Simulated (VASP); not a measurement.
# Sn5GeSe6 (P4/mmm) in VASP: single point with PBE

Aim: the single point of Sn5GeSe6 with PBE.

All numbers are computed with VASP 6.6.1; they aren't measurements. Logs are shortened: lines on timing, memory, paths and dates and some standing lists are left out, and cuts for length are marked.

## (1) The cell of the first run

The structure is tetragonal, space group P4/mmm (No. 123). Conventional cell: a = 4.265 Å, b = 4.265 Å, c = 18.095 Å, α = 90.00°, β = 90.00°, γ = 90.00°. Within 4.0 Å of Sn (site symmetry 4/mmm) lie 6 Se at 3.02 Å. Sn (site symmetry 4mm) has 6 Se at 3.02 Å within 4.0 Å. Within 4.0 Å of Sn (site symmetry 4mm) lie 6 Se at 3.02 Å. Within 4.0 Å of Ge (site symmetry 4/mmm) lie 6 Se at 3.02 Å. Se (site symmetry 4mm) has 6 Sn at 3.02 Å within 4.0 Å. Se (site symmetry 4mm) has 5 Sn at 3.02 Å and 1 Ge at 3.02 Å within 4.0 Å. Se (site symmetry 4/mmm) has 4 Ge at 3.02 Å and 2 Sn at 3.02 Å within 4.0 Å. Se (site symmetry 4/mmm) has 6 Sn at 3.02 Å within 4.0 Å.

## (2) Single point, PBE

The input, INCAR:

```
ALGO = Normal ; EDIFF = 1E-6
ENCUT = 520 ; GGA = PE
ISIF = 2 ; ISMEAR = 0
LASPH = True ; LCHARG = False
LREAL = False ; LWAVE = False
NBANDS = 72 ; NELM = 100
PREC = Accurate ; SIGMA = 0.1
```

The input, KPOINTS:

```
k-points
0
Gamma
  4 4 1
```

The input, POSCAR:

```
Sn5GeSe6
1.0
    4.2651319400      0.0000000000      0.0000000000
    0.0000000000      4.2651319400      0.0000000000
    0.0000000000      0.0000000000     18.0954223000
Sn Ge Se
5 1 6
Direct
    0.0000000000      0.0000000000      0.0000000000
    0.5000000000      0.5000000000      0.1666666700
    0.0000000000      0.0000000000      0.3333333300
    0.0000000000      0.0000000000      0.6666666700
    0.5000000000      0.5000000000      0.8333333300
    0.5000000000      0.5000000000      0.5000000000
    0.0000000000      0.0000000000      0.1666666700
    0.5000000000      0.5000000000      0.3333333300
    0.0000000000      0.0000000000      0.5000000000
    0.5000000000      0.5000000000      0.6666666700
    0.0000000000      0.0000000000      0.8333333300
    0.5000000000      0.5000000000      0.0000000000
```

Potentials or basis: VASP PAW PBE potentials, release 64 (Sn_d, Ge_d, Se).

Command:

```sh
$ cat potpaw_PBE.64/Sn_d/POTCAR potpaw_PBE.64/Ge_d/POTCAR potpaw_PBE.64/Se/POTCAR > POTCAR
$ mpirun -np 1 vasp_std > vasp.out
```

OUTCAR:

```text
EDIFF = 1E-6
   ENCUT = 520
   GGA = PE
   ISIF = 2
   ISMEAR = 0
   LASPH = True
   LREAL = False
   NELM = 100
   PREC = Accurate

 ion  position               nearest neighbor table
   1  0.000  0.000  0.000-  12 3.02  12 3.02  12 3.02  12 3.02   7 3.02  11 3.02
   2  0.500  0.500  0.167-   8 3.02   7 3.02   7 3.02   7 3.02   7 3.02  12 3.02
   3  0.000  0.000  0.333-   7 3.02   8 3.02   8 3.02   8 3.02   8 3.02   9 3.02
   4  0.000  0.000  0.667-  11 3.02  10 3.02  10 3.02  10 3.02  10 3.02   9 3.02
   5  0.500  0.500  0.833-  10 3.02  11 3.02  11 3.02  11 3.02  11 3.02  12 3.02
   6  0.500  0.500  0.500-
   7  0.000  0.000  0.167-   3 3.02   2 3.02   2 3.02   2 3.02   2 3.02   1 3.02
   8  0.500  0.500  0.333-   2 3.02   3 3.02   3 3.02   3 3.02   3 3.02
   9  0.000  0.000  0.500-   3 3.02   4 3.02
  10  0.500  0.500  0.667-   5 3.02   4 3.02   4 3.02   4 3.02   4 3.02
  11  0.000  0.000  0.833-   4 3.02   5 3.02   5 3.02   5 3.02   5 3.02   1 3.02
  12  0.500  0.500  0.000-   1 3.02   1 3.02   1 3.02   1 3.02   5 3.02   2 3.02

  LATTYP: Found a simple tetragonal cell.
 ALAT       =     4.2651319400
 C/A-ratio  =     4.2426406860

  Lattice vectors:

 A1 = (   4.2651319400,   0.0000000000,   0.0000000000)
 A2 = (   0.0000000000,   4.2651319400,   0.0000000000)
 A3 = (   0.0000000000,   0.0000000000,  18.0954223000)

Analysis of symmetry for initial positions (statically):
=====================================================================
 Subroutine PRICEL returns:
 Original cell was already a primitive cell.

 Routine SETGRP: Setting up the symmetry group for a
 simple tetragonal supercell.

 Subroutine GETGRP returns: Found 16 space group operations
 (whereof 16 operations were pure point group operations)
 out of a pool of 16 trial point group operations.

The static configuration has the point symmetry D_4h.

Analysis of symmetry for dynamics (positions and initial velocities):
=====================================================================
 Subroutine PRICEL returns:
 Original cell was already a primitive cell.

 Routine SETGRP: Setting up the symmetry group for a
 simple tetragonal supercell.

 Subroutine GETGRP returns: Found 16 space group operations
 (whereof 16 operations were pure point group operations)
 out of a pool of 16 trial point group operations.

The dynamic configuration has the point symmetry D_4h.

 Subroutine INISYM returns: Found 16 space group operations
 (whereof 16 operations are pure point group operations),
 and found     1 'primitive' translations

----------------------------------------------------------------------------------------

                                     Primitive cell

  volume of cell :     329.1802

  direct lattice vectors                    reciprocal lattice vectors
     4.265131940  0.000000000  0.000000000     0.234459335  0.000000000  0.000000000
     0.000000000  4.265131940  0.000000000     0.000000000  0.234459335  0.000000000
     0.000000000  0.000000000 18.095422300     0.000000000  0.000000000  0.055262595

  length of vectors
     4.265131940  4.265131940 18.095422300     0.234459335  0.234459335  0.055262595

  position of ions in fractional coordinates (direct lattice)
     0.000000000  0.000000000  0.000000000
     0.500000000  0.500000000  0.166666670
     0.000000000  0.000000000  0.333333330
     0.000000000  0.000000000  0.666666670
     0.500000000  0.500000000  0.833333330
     0.500000000  0.500000000  0.500000000
     0.000000000  0.000000000  0.166666670
     0.500000000  0.500000000  0.333333330
     0.000000000  0.000000000  0.500000000
     0.500000000  0.500000000  0.666666670
     0.000000000  0.000000000  0.833333330
     0.500000000  0.500000000  0.000000000

  ion indices of the primitive-cell ions
   primitive index   ion index
                 1           1
                 2           2
                 3           3
                 4           4
                 5           5
                 6           6
                 7           7
                 8           8
                 9           9
                10          10
                11          11
                12          12

----------------------------------------------------------------------------------------

 KPOINTS: k-points

Automatic generation of k-mesh.
 Grid dimensions read from file:
 generate k-points for:    4    4    1

 Generating k-lattice:

  Cartesian coordinates                     Fractional coordinates (reciprocal lattice)
     0.058614834  0.000000000  0.000000000     0.250000000  0.000000000  0.000000000
     0.000000000  0.058614834  0.000000000     0.000000000  0.250000000  0.000000000
     0.000000000  0.000000000  0.055262595     0.000000000  0.000000000  1.000000000

  Length of vectors
     0.058614834  0.058614834  0.055262595

  Shift w.r.t. Gamma in fractional coordinates (k-lattice)
     0.000000000  0.000000000  0.000000000

 Subroutine IBZKPT returns following result:
 ===========================================

 Found      6 irreducible k-points:

 Following reciprocal coordinates:
            Coordinates               Weight
  0.000000  0.000000  0.000000      1.000000
  0.250000  0.000000  0.000000      4.000000
  0.500000  0.000000  0.000000      2.000000
  0.250000  0.250000  0.000000      4.000000
  0.500000  0.250000  0.000000      4.000000
  0.500000  0.500000  0.000000      1.000000
   k-points           NKPTS =      6   k-points in BZ     NKDIM =      6   number of bands    NBANDS=     72
   number of dos      NEDOS =    301   number of ions     NIONS =     12
   total plane-waves  NPLWV = 143360
   dimension x,y,z NGX =    32 NGY =   32 NGZ =  140
   dimension x,y,z NGXF=    64 NGYF=   64 NGZF=  280
   ions per type =               5   1   6
   NGX,Y,Z   is equivalent  to a cutoff of  12.47, 12.47, 12.86 a.u.
   NGXF,Y,Z  is equivalent  to a cutoff of  24.95, 24.95, 25.72 a.u.
 SYSTEM =  unknown system
   PREC   = accura    normal or accurate (medium, high low for compatibility)
   ISTART =      0    job   : 0-new  1-cont  2-samecut
   ICHARG =      2    charge: 1-file 2-atom 10-const
   ISPIN  =      1    spin polarized calculation?
   LNONCOLLINEAR =      F non collinear calculations
   LSORBIT =      F    spin-orbit coupling
   LASPH  =      T    aspherical Exc in radial PAW
   ENCUT  =  520.0 eV  38.22 Ry    6.18 a.u.   7.93  7.93 33.65*2*pi/ulx,y,z
   NELM   =    100;   NELMIN=  2; NELMDL= -5     # of ELM steps
   EDIFF  = 0.1E-05   stopping-criterion for ELM
   LREAL  =      F    real-space projection
   EDIFFG = 0.1E-04   stopping-criterion for IOM
   NSW    =      0    number of steps for IOM
   IBRION =     -1    ionic relax: 0-MD 1-quasi-New 2-CG
   NFREE  =      0    steps in history (QN), initial steepest desc. (CG)
   ISIF   =      2    stress and relaxation
   ISYM   =      2    0-nonsym 1-usesym 2-fastsym
   POTIM  = 0.5000    time-step for ionic-motion
   TEBEG  =    0.0;   TEEND  =   0.0 temperature during run
   PSTRESS=    0.0 pullay stress
   NELECT =     120.0000    total number of electrons
   NUPDOWN=      -1.0000    fix difference up-down
   EMIN   =  10.00;   EMAX   =-10.00  energy-range for DOS
   EFERMI =   0.00;   METHOD = LEGACY
   ISMEAR =     0;   SIGMA  =   0.10  broadening in eV -4-tet -1-fermi 0-gaus
   EFERMI_NEDOS =   21; number of points for ismear=-14 and -15
   IALGO  =     38    algorithm
   IMIX   =      4    mixing-type and parameters
     AMIX     =   0.40;   BMIX     =  1.00
     AMIX_MAG =   1.60;   BMIX_MAG =  1.00
  volume/ion in A,a.u.               =      27.43       185.12
  Fermi-wavevector in a.u.,A,eV,Ry     =   1.169474  2.209986 18.608283  1.367670
  Thomas-Fermi vector in A             =   2.305947
   LORBIT       =      0    0 simple, 1 ext, 2 COOP (PROOUT), +10 PAW based schemes
   GGA     = PE    functional components
   LHFCALC =     F    Hartree Fock is set to
   AEXX    =    0.0000 exact exchange contribution
   IVDW    =     0    specifies the selected vdW correction
   LEPSILON=     F    determine dielectric tensor
   LRPA    =     F    only Hartree local field effects (RPA)
 non-spin polarized calculation
 Gauss-broadening in eV      SIGMA  =   0.10
  energy-cutoff  :      520.00
  volume of cell :      329.18
 maximum number of plane-waves:      8904
 NGX is ok and might be reduce to    32
   NGX = 15   NGY = 15   NGZ = 67

 number of electron     120.0000041 magnetization

 Free energy of the ion-electron system (eV)
  ---------------------------------------------------
  ext. energy  EPLUGINS =         0.00000000
  ---------------------------------------------------
  free energy    TOTEN  =       -49.46831646 eV

  energy without entropy =      -49.46709837  energy(sigma->0) =      -49.46770741

 E-fermi :   5.2748     XC(G=0):  -9.5063

 val. band max:        5.1148093880   @ k =   0.5000   0.0000   0.0000
 cond. band min:       5.4332989009   @ k =   0.5000   0.0000   0.0000
 fundamental gap:      0.3184895129
 Fermi energy:         5.2748015892

 k-point     1 :       0.0000    0.0000    0.0000
  band No.  band energies     occupation
      1     -20.1303      2.00000
      2     -20.1282      2.00000
      3     -20.1214      2.00000
      4     -20.1214      2.00000
      5     -20.1201      2.00000
      6     -16.5087      2.00000
[... 64 lines left out ...]
     71       9.3771      0.00000
     72       9.3805      0.00000

 k-point     2 :       0.2500    0.0000    0.0000
  band No.  band energies     occupation
      1     -20.1295      2.00000
      2     -20.1288      2.00000
      3     -20.1216      2.00000
      4     -20.1213      2.00000
      5     -20.1196      2.00000
      6     -16.5055      2.00000
[... 64 lines left out ...]
     71       8.0692      0.00000
     72       8.2231      0.00000

 k-point     3 :       0.5000    0.0000    0.0000
  band No.  band energies     occupation
      1     -20.1293      2.00000
      2     -20.1288      2.00000
      3     -20.1219      2.00000
      4     -20.1213      2.00000
      5     -20.1190      2.00000
      6     -16.5052      2.00000
[... 64 lines left out ...]
     71       6.7653      0.00000
     72       6.9070      0.00000

 k-point     4 :       0.2500    0.2500    0.0000
  band No.  band energies     occupation
      1     -20.1294      2.00000
      2     -20.1287      2.00000
      3     -20.1216      2.00000
      4     -20.1216      2.00000
      5     -20.1192      2.00000
      6     -16.5075      2.00000
[... 64 lines left out ...]
     71       8.9560      0.00000
     72       9.1117      0.00000

 k-point     5 :       0.5000    0.2500    0.0000
  band No.  band energies     occupation
      1     -20.1301      2.00000
      2     -20.1279      2.00000
      3     -20.1219      2.00000
      4     -20.1216      2.00000
      5     -20.1187      2.00000
      6     -16.5132      2.00000
[... 64 lines left out ...]
     71       8.7999      0.00000
     72       8.9691      0.00000

 k-point     6 :       0.5000    0.5000    0.0000
  band No.  band energies     occupation
      1     -20.1309      2.00000
      2     -20.1271      2.00000
      3     -20.1218      2.00000
      4     -20.1218      2.00000
      5     -20.1184      2.00000
      6     -16.5214      2.00000
[... 64 lines left out ...]
     71       9.9368      0.00000
     72       9.9416      0.00000

------------------------ aborting loop because EDIFF is reached ----------------------------------------

  FORCE on cell =-STRESS in cart. coord.  units (eV):
  Direction    XX          YY          ZZ          XY          YZ          ZX
  --------------------------------------------------------------------------------------
  -------------------------------------------------------------------------------------
  Total        0.1835433      0.1835433     -5.4184137      0.0000000     -0.0000000      0.0000000
  in kB        0.8933373      0.8933373    -26.3723649      0.0000000     -0.0000000      0.0000000
  external PRESSURE =      -8.1952301 kB  Pullay stress =       0.0000000 kB

 VOLUME and BASIS-vectors are now :
 -----------------------------------------------------------------------------
  energy-cutoff  :      520.00
  volume of cell :      329.18
      direct lattice vectors                 reciprocal lattice vectors
     4.265131940  0.000000000  0.000000000     0.234459335  0.000000000  0.000000000
     0.000000000  4.265131940  0.000000000     0.000000000  0.234459335  0.000000000
     0.000000000  0.000000000 18.095422300     0.000000000  0.000000000  0.055262595

 POSITION                                       TOTAL-FORCE (eV/Angst)
 -----------------------------------------------------------------------------------
      0.00000      0.00000      0.00000         0.000000      0.000000     -0.000000
      2.13257      2.13257      3.01590         0.000000     -0.000000      0.033160
      0.00000      0.00000      6.03181         0.000000      0.000000      0.147339
      0.00000      0.00000     12.06361         0.000000      0.000000     -0.147339
      2.13257      2.13257     15.07952        -0.000000      0.000000     -0.033160
      2.13257      2.13257      9.04771         0.000000      0.000000     -0.000000
      0.00000      0.00000      3.01590         0.000000      0.000000     -0.048040
      2.13257      2.13257      6.03181         0.000000      0.000000      0.319250
      0.00000      0.00000      9.04771         0.000000      0.000000     -0.000000
      2.13257      2.13257     12.06361         0.000000     -0.000000     -0.319250
      0.00000      0.00000     15.07952         0.000000      0.000000      0.048040
      2.13257      2.13257      0.00000         0.000000      0.000000     -0.000000
 -----------------------------------------------------------------------------------
    total drift:                                0.000000     -0.000000      0.000000

  FREE ENERGIE OF THE ION-ELECTRON SYSTEM (eV)
  ---------------------------------------------------
  free  energy   TOTEN  =       -49.4683164587 eV

  energy  without entropy=      -49.4670983669  energy(sigma->0) =      -49.46770741
```

It took 3.7 min on 1 thread of Intel Xeon Platinum 8259CL at 2.50GHz (Skylake/Cascade Lake), shared host; peak memory 0.41 GiB.

What came out:

```
Free energy            : -49.4683 eV
Pressure               : -0.8 GPa
Largest force          : 0.319 eV/Å
Band gap on the k mesh : 0.32 eV
```

Forces in eV/Å, atoms in the order of the input:
```
Sn   0.000  0.000  0.000
Sn   0.000  0.000  0.033
Sn   0.000  0.000  0.147
Sn   0.000  0.000 -0.147
Sn   0.000  0.000 -0.033
Ge   0.000  0.000  0.000
Se   0.000  0.000 -0.048
Se   0.000  0.000  0.319
Se   0.000  0.000  0.000
Se   0.000  0.000 -0.319
Se   0.000  0.000  0.048
Se   0.000  0.000  0.000
```

Stress tensor (GPa, compression positive):
```
 0.09  0.00  0.00
 0.00  0.09  0.00
 0.00  0.00 -2.64
```

Levels at points of the mesh, in eV from the valence-band top:
```csv
k point,band 57,band 58,band 59,band 60,band 61,band 62,band 63,band 64
"(0.00, 0.00, 0.00)",-2.08,-2.08,-0.93,-0.77,1.40,1.68,3.11,3.50
"(0.50, 0.00, 0.00)",-0.35,-0.08,-0.06,0.00,0.32,0.40,0.41,0.48
"(0.50, 0.50, 0.00)",-1.89,-1.74,-1.71,-1.62,2.15,2.59,2.68,2.72
```

Caveat: spin-orbit coupling is left out, which moves the levels of the heavy elements; an odd mesh through Γ misses points on the zone boundary, where band edges can lie.
